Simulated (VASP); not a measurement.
# WSe2 (P-3m1) in VASP: single point with PBEsol

Aim: the single point of WSe2 with PBEsol.

Program: VASP 6.6.1. These are calculated values, not measurements. Logs are shortened: lines on timing, memory, paths and dates and some standing lists are left out, and cuts for length are marked.

## 1. The cell of the first run

Symmetry: P-3m1, No. 164, trigonal system. Conventional cell: a = 3.853 Å, b = 3.853 Å, c = 5.238 Å, α = 90.00°, β = 90.00°, γ = 120.00°. Within 3.4 Å of W (site symmetry -3m) lie 6 Se at 2.58 Å. Within 3.5 Å of Se (site symmetry 3m) lie 3 W at 2.58 Å and 6 Se at 3.44 Å.

## 2. Single point, PBEsol (Pt replaced by W, lengths x 1.041, strained)

INCAR reads:

```
SYSTEM = WSe2
PREC     = Accurate       ! precision mode
ENCUT    = 520            ! plane-wave cutoff, eV
EDIFF    = 1E-6           ! SCF threshold, eV
ISMEAR   = 0              ! smearing method
SIGMA    = 0.1            ! smearing width, eV
LREAL    = .False.        ! projectors in reciprocal space
LASPH    = .True.         ! aspherical terms in the spheres
NELM     = 80             ! most SCF steps
ALGO     = Normal         ! electronic algorithm
ISIF     = 2              ! what is computed and relaxed
LWAVE    = .False.        ! write WAVECAR
LCHARG   = .False.        ! write CHGCAR
GGA      = PS             ! functional
NBANDS   = 20             ! bands
```

KPOINTS reads:

```
regular mesh
0
Gamma
  12 12 8
  0 0 0
```

POSCAR reads:

```
WSe2
1.0
    3.8534518574      0.0000000000      0.0000000000
   -1.9267259287      3.3371872007      0.0000000000
    0.0000000000      0.0000000000      5.2379619052
W Se
1 2
Direct
    0.0000000000      0.0000000000      0.0000000000
    0.3333333333      0.6666666667      0.2500000000
    0.6666666667      0.3333333333      0.7500000000
```

Potentials or basis: VASP PAW PBE potentials, release 64 (W_sv, Se).

Run with:

```
> cat potpaw_PBE.64/W_sv/POTCAR potpaw_PBE.64/Se/POTCAR > POTCAR
> mpirun -np 1 vasp_std > vasp.out
```

OUTCAR:

```text
SYSTEM = WSe2
   PREC = Accurate
   ENCUT = 520
   EDIFF = 1E-6
   ISMEAR = 0
   LREAL = .False.
   LASPH = .True.
   NELM = 80
   ISIF = 2
   GGA = PS

 ion  position               nearest neighbor table
   1  0.000  0.000  0.000-   2 2.58   3 2.58   2 2.58   3 2.58   3 2.58   2 2.58
   2  0.333  0.667  0.250-   1 2.58   1 2.58   1 2.58
   3  0.667  0.333  0.750-   1 2.58   1 2.58   1 2.58

  LATTYP: Found a hexagonal cell.
 ALAT       =     3.8534518574
 C/A-ratio  =     1.3592908641

  Lattice vectors:

 A1 = (   3.8534518574,   0.0000000000,   0.0000000000)
 A2 = (  -1.9267259287,   3.3371872007,   0.0000000000)
 A3 = (   0.0000000000,   0.0000000000,   5.2379619052)

Analysis of symmetry for initial positions (statically):
=====================================================================
 Subroutine PRICEL returns:
 Original cell was already a primitive cell.

 Routine SETGRP: Setting up the symmetry group for a
 hexagonal supercell.

 Subroutine GETGRP returns: Found 12 space group operations
 (whereof 12 operations were pure point group operations)
 out of a pool of 24 trial point group operations.

The static configuration has the point symmetry D_3d.

Analysis of symmetry for dynamics (positions and initial velocities):
=====================================================================
 Subroutine PRICEL returns:
 Original cell was already a primitive cell.

 Routine SETGRP: Setting up the symmetry group for a
 hexagonal supercell.

 Subroutine GETGRP returns: Found 12 space group operations
 (whereof 12 operations were pure point group operations)
 out of a pool of 24 trial point group operations.

The dynamic configuration has the point symmetry D_3d.

 Subroutine INISYM returns: Found 12 space group operations
 (whereof 12 operations are pure point group operations),
 and found     1 'primitive' translations

----------------------------------------------------------------------------------------

                                     Primitive cell

  volume of cell :      67.3586

  direct lattice vectors                    reciprocal lattice vectors
     3.853451857  0.000000000  0.000000000     0.259507589  0.149826776  0.000000000
    -1.926725929  3.337187201  0.000000000     0.000000000  0.299653552  0.000000000
     0.000000000  0.000000000  5.237961905     0.000000000  0.000000000  0.190913951

  length of vectors
     3.853451857  3.853451857  5.237961905     0.299653552  0.299653552  0.190913951

  position of ions in fractional coordinates (direct lattice)
     0.000000000  0.000000000  0.000000000
     0.333333333  0.666666667  0.250000000
     0.666666667  0.333333333  0.750000000

  ion indices of the primitive-cell ions
   primitive index   ion index
                 1           1
                 2           2
                 3           3

----------------------------------------------------------------------------------------

 KPOINTS: regular mesh

Automatic generation of k-mesh.
 Grid dimensions read from file:
 generate k-points for:   12   12    8

 Generating k-lattice:

  Cartesian coordinates                     Fractional coordinates (reciprocal lattice)
     0.021625632  0.012485565  0.000000000     0.083333333  0.000000000  0.000000000
     0.000000000  0.024971129  0.000000000     0.000000000  0.083333333  0.000000000
     0.000000000  0.000000000  0.023864244     0.000000000  0.000000000  0.125000000

  Length of vectors
     0.024971129  0.024971129  0.023864244

  Shift w.r.t. Gamma in fractional coordinates (k-lattice)
     0.000000000  0.000000000  0.000000000

 Subroutine IBZKPT returns following result:
 ===========================================

 Found    131 irreducible k-points:

 Following reciprocal coordinates:
            Coordinates               Weight
  0.000000  0.000000  0.000000      1.000000
  0.083333 -0.000000  0.000000      6.000000
  0.166667 -0.000000  0.000000      6.000000
  0.250000  0.000000  0.000000      6.000000
  0.333333  0.000000  0.000000      6.000000
  0.416667 -0.000000  0.000000      6.000000
[... 16 lines left out ...]
  0.166667 -0.000000  0.125000      6.000000
  0.000000  0.166667  0.125000      6.000000
 [... further k-points ...]
   k-points           NKPTS =    131   k-points in BZ     NKDIM =    131   number of bands    NBANDS=     20
   number of dos      NEDOS =    301   number of ions     NIONS =      3
   total plane-waves  NPLWV =  36000
   dimension x,y,z NGX =    30 NGY =   30 NGZ =   40
   dimension x,y,z NGXF=    60 NGYF=   60 NGZF=   80
   ions per type =               1   2
   NGX,Y,Z   is equivalent  to a cutoff of  12.94, 12.94, 12.70 a.u.
   NGXF,Y,Z  is equivalent  to a cutoff of  25.89, 25.89, 25.39 a.u.
 SYSTEM =  WSe2
   PREC   = accura    normal or accurate (medium, high low for compatibility)
   ISTART =      0    job   : 0-new  1-cont  2-samecut
   ICHARG =      2    charge: 1-file 2-atom 10-const
   ISPIN  =      1    spin polarized calculation?
   LNONCOLLINEAR =      F non collinear calculations
   LSORBIT =      F    spin-orbit coupling
   LASPH  =      T    aspherical Exc in radial PAW
   ENCUT  =  520.0 eV  38.22 Ry    6.18 a.u.   7.16  7.16  9.74*2*pi/ulx,y,z
   NELM   =     80;   NELMIN=  2; NELMDL= -5     # of ELM steps
   EDIFF  = 0.1E-05   stopping-criterion for ELM
   LREAL  =      F    real-space projection
   EDIFFG = 0.1E-04   stopping-criterion for IOM
   NSW    =      0    number of steps for IOM
   IBRION =     -1    ionic relax: 0-MD 1-quasi-New 2-CG
   NFREE  =      0    steps in history (QN), initial steepest desc. (CG)
   ISIF   =      2    stress and relaxation
   ISYM   =      2    0-nonsym 1-usesym 2-fastsym
   POTIM  = 0.5000    time-step for ionic-motion
   TEBEG  =    0.0;   TEEND  =   0.0 temperature during run
   PSTRESS=    0.0 pullay stress
   NELECT =      26.0000    total number of electrons
   NUPDOWN=      -1.0000    fix difference up-down
   EMIN   =  10.00;   EMAX   =-10.00  energy-range for DOS
   EFERMI =   0.00;   METHOD = LEGACY
   ISMEAR =     0;   SIGMA  =   0.10  broadening in eV -4-tet -1-fermi 0-gaus
   EFERMI_NEDOS =   21; number of points for ismear=-14 and -15
   IALGO  =     38    algorithm
   IMIX   =      4    mixing-type and parameters
     AMIX     =   0.40;   BMIX     =  1.00
     AMIX_MAG =   1.60;   BMIX_MAG =  1.00
  volume/ion in A,a.u.               =      22.45       151.52
  Fermi-wavevector in a.u.,A,eV,Ry     =   1.191978  2.252512 19.331323  1.420812
  Thomas-Fermi vector in A             =   2.328027
   LORBIT       =      0    0 simple, 1 ext, 2 COOP (PROOUT), +10 PAW based schemes
   GGA     = PS    functional components
   LHFCALC =     F    Hartree Fock is set to
   AEXX    =    0.0000 exact exchange contribution
   IVDW    =     0    specifies the selected vdW correction
   LEPSILON=     F    determine dielectric tensor
   LRPA    =     F    only Hartree local field effects (RPA)
 non-spin polarized calculation
 Gauss-broadening in eV      SIGMA  =   0.10
  energy-cutoff  :      520.00
  volume of cell :       67.36
 maximum number of plane-waves:      1840
 NGX is ok and might be reduce to    30
   NGX = 15   NGY = 15   NGZ = 19

 number of electron      26.0000001 magnetization

 Free energy of the ion-electron system (eV)
  ---------------------------------------------------
  ext. energy  EPLUGINS =         0.00000000
  ---------------------------------------------------
  free energy    TOTEN  =       -21.18772933 eV

  energy without entropy =      -21.17807915  energy(sigma->0) =      -21.18290424

 E-fermi :   5.1309     XC(G=0): -10.4701

 val. band max:        5.1277724379   @ k =   0.3333   0.1667   0.3750
 cond. band min:       5.1351912541   @ k =   0.2500   0.2500   0.2500
 fundamental gap:      0.0074188162
 Fermi energy:         5.1308584858

 k-point     1 :       0.0000    0.0000    0.0000
  band No.  band energies     occupation
      1     -69.5237      2.00000
      2     -33.7820      2.00000
      3     -33.7820      2.00000
      4     -33.5014      2.00000
      5      -9.6006      2.00000
      6      -7.2277      2.00000
[... 12 lines left out ...]
     19       9.6007      0.00000
     20      12.8121      0.00000

 k-point     2 :       0.0833   -0.0000    0.0000
  band No.  band energies     occupation
      1     -69.5237      2.00000
      2     -33.7851      2.00000
      3     -33.7827      2.00000
      4     -33.5008      2.00000
      5      -9.5290      2.00000
      6      -7.2591      2.00000
[... 12 lines left out ...]
     19      10.0250      0.00000
     20      12.6479      0.00000

 k-point     3 :       0.1667   -0.0000    0.0000
  band No.  band energies     occupation
      1     -69.5235      2.00000
      2     -33.7936      2.00000
      3     -33.7846      2.00000
      4     -33.4993      2.00000
      5      -9.3233      2.00000
      6      -7.3460      2.00000
[... 12 lines left out ...]
     19      11.0941      0.00000
     20      12.5095      0.00000

 k-point     4 :       0.2500    0.0000    0.0000
  band No.  band energies     occupation
      1     -69.5233      2.00000
      2     -33.8051      2.00000
      3     -33.7873      2.00000
      4     -33.4973      2.00000
      5      -9.0119      2.00000
      6      -7.4711      2.00000
[... 12 lines left out ...]
     19      11.8521      0.00000
     20      13.1628      0.00000

 k-point     5 :       0.3333    0.0000    0.0000
  band No.  band energies     occupation
      1     -69.5230      2.00000
      2     -33.8167      2.00000
      3     -33.7900      2.00000
      4     -33.4952      2.00000
      5      -8.6443      2.00000
      6      -7.6178      2.00000
[... 12 lines left out ...]
     19      11.9997      0.00000
     20      13.4647      0.00000
[... 353 lines left out ...]
      6      -7.3638      2.00000
[... 12 lines left out ...]
     19      10.3415      0.00000
     20      12.8725      0.00000

 k-point    22 :       0.0000    0.0833    0.1250
  band No.  band energies     occupation
      1     -69.5237      2.00000
      2     -33.7851      2.00000
      3     -33.7827      2.00000
      4     -33.5009      2.00000
      5      -9.4794      2.00000
      6      -7.3612      2.00000
[... 12 lines left out ...]
     19      10.4948      0.00000
     20      12.4671      0.00000

 k-point    23 :       0.1667   -0.0000    0.1250
  band No.  band energies     occupation
      1     -69.5235      2.00000
      2     -33.7936      2.00000
      3     -33.7846      2.00000
      4     -33.4994      2.00000
      5      -9.2717      2.00000
      6      -7.4416      2.00000
[... 12 lines left out ...]
     19      11.1548      0.00000
     20      12.5950      0.00000

 k-point    24 :       0.0000    0.1667    0.1250
  band No.  band energies     occupation
      1     -69.5235      2.00000
      2     -33.7936      2.00000
      3     -33.7846      2.00000
      4     -33.4994      2.00000
      5      -9.2794      2.00000
      6      -7.4226      2.00000
[... 12 lines left out ...]
     19      11.0533      0.00000
     20      12.7106      0.00000

 [... further k-points ...]
[... 5 lines left out ...]
  --------------------------------------------------------------------------------------
  -------------------------------------------------------------------------------------
  Total       -4.9672796     -4.9672796      2.6338368     -0.0000000      0.0000000      0.0000000
  in kB     -118.1507127   -118.1507127     62.6479119     -0.0000000      0.0000000      0.0000000
  external PRESSURE =     -57.8845045 kB  Pullay stress =       0.0000000 kB

 VOLUME and BASIS-vectors are now :
 -----------------------------------------------------------------------------
  energy-cutoff  :      520.00
  volume of cell :       67.36
      direct lattice vectors                 reciprocal lattice vectors
     3.853451857  0.000000000  0.000000000     0.259507589  0.149826776  0.000000000
    -1.926725929  3.337187201  0.000000000     0.000000000  0.299653552  0.000000000
     0.000000000  0.000000000  5.237961905     0.000000000  0.000000000  0.190913951

 POSITION                                       TOTAL-FORCE (eV/Angst)
 -----------------------------------------------------------------------------------
      0.00000      0.00000      0.00000        -0.000000      0.000000      0.000000
     -0.00000      2.22479      1.30949        -0.000000      0.000000      0.789794
      1.92673      1.11240      3.92847         0.000000      0.000000     -0.789794
 -----------------------------------------------------------------------------------
    total drift:                                0.000000      0.000000     -0.000000

  FREE ENERGIE OF THE ION-ELECTRON SYSTEM (eV)
  ---------------------------------------------------
  free  energy   TOTEN  =       -21.1877293256 eV

  energy  without entropy=      -21.1780791522  energy(sigma->0) =      -21.18290424
```

It took 2.6 min on 1 thread of Intel Xeon Platinum 8259CL at 2.50GHz (Skylake/Cascade Lake), shared host; peak memory 0.3 GiB.

Results:

```yaml
Free_energy: -21.1877 eV
Pressure: -5.8 GPa
Largest_force: 0.790 eV/Å
Band_gap_on_the_k_mesh: zero (bands 13 and 14 overlap by 0.87 eV)
```

Forces on the atoms (eV/Å):
```
W    0.000  0.000  0.000
Se   0.000  0.000  0.790
Se   0.000  0.000 -0.790
```

Caveat: the cell differs from its parent crystal (Pt replaced by W, lengths x 1.041, strained); the cell stands under tension; the PAW data sets were made with another functional, which shifts forces and pressure a little; spin-orbit coupling is left out, which moves the levels of the heavy elements.
